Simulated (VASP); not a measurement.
Zn:

```
Zn
1.0
     0.00000    1.96478    1.96478
     1.96478    0.00000    1.96478
     1.96478    1.96478    0.00000
Zn
1
Cartesian
  0.0000 0.0000 0.0000
```

This isn't the form of Zn at room conditions, which is hcp.

Program: VASP 6.6.1. Alike in all runs: task single point; cell as given.

Order these runs on this cell by their pressure, lowest first.
A. level LDA; potentials or basis VASP PAW LDA potentials, release 64 (Zn); spin off; k mesh 12 × 12 × 12; cutoff (eV) 520; smearing fermi-dirac 0.05 eV
B. level revpbe exchange, lda correlation; potentials or basis VASP PAW PBE potentials, release 64 (Zn); spin collinear; k mesh 12 × 12 × 12; cutoff (eV) 500; smearing methfessel-paxton 0.1 eV
C. level r2SCANh+D4; potentials or basis VASP PAW PBE potentials, release 64 (Zn); spin off; k mesh 8 × 8 × 8; cutoff (eV) 440; smearing gaussian 0.02 eV; grid for exact exchange (PRECFOCK) Normal; share of exact exchange 0.1
D. level B3LYP; potentials or basis VASP PAW PBE potentials, release 64 (Zn); spin off; k mesh 6 × 6 × 6; cutoff (eV) 400; smearing fermi-dirac 0.05 eV; grid for exact exchange (PRECFOCK) Normal; share of exact exchange 0.2
E. level PBE; potentials or basis VASP PAW PBE potentials, release 64 (Zn); spin off; k mesh 12 × 12 × 12; cutoff (eV) 520; smearing gaussian 0.027 eV

A (-8.1 GPa), C (-4.9 GPa), E (0.3 GPa), D (2.7 GPa), B (11.9 GPa).

Caveats: some runs use coarse meshes; the PAW data sets were made with another functional, which shifts forces and pressure a little (at least some runs); the cell stands under tension (at least some runs); the cell stands under pressure (at least some runs).
